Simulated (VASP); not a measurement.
Here is a VASP 6.6.1 calculation.

Contents of INCAR:

```
PREC = Accurate
ENCUT = 500
EDIFF = 1E-6
ISMEAR = 1
SIGMA = 0.05
LREAL = F
LASPH = T
NELM = 120
ALGO = Normal
ISIF = 2
LWAVE = F
LCHARG = F
NBANDS = 16
GGA_COMPAT = F
```

Contents of KPOINTS:

```
regular mesh
0
Gamma
  9 9 7
```

File POSCAR:

```
ZrB2
1.0
    3.1245646705      0.0000000000      0.0000000000
   -1.5622823352      2.7059523804      0.0000000000
    0.0000000000      0.0000000000      3.4726368118
Zr B
1 2
Direct
    0.0000000000      0.0000000000      0.0000000000
    0.3333333333      0.6666666667      0.5000000000
    0.6666666667      0.3333333333      0.5000000000
```

Potentials or basis: VASP PAW LDA potentials, release 64 (Zr_sv, B).

Command:

```bash
$ cat potpaw_LDA.64/Zr_sv/POTCAR potpaw_LDA.64/B/POTCAR > POTCAR
$ mpirun -np 1 vasp_std > vasp.out
```

What does it give for the band gap on the k mesh?

Zero (band 9 reaches 11.46 eV, above the bottom of band 10 at 10.94 eV).

Predict the pressure.

3.2 GPa.

Stress tensor (GPa, compression positive):
```
3.27 0.00 0.00
0.00 3.27 0.00
0.00 0.00 3.15
```
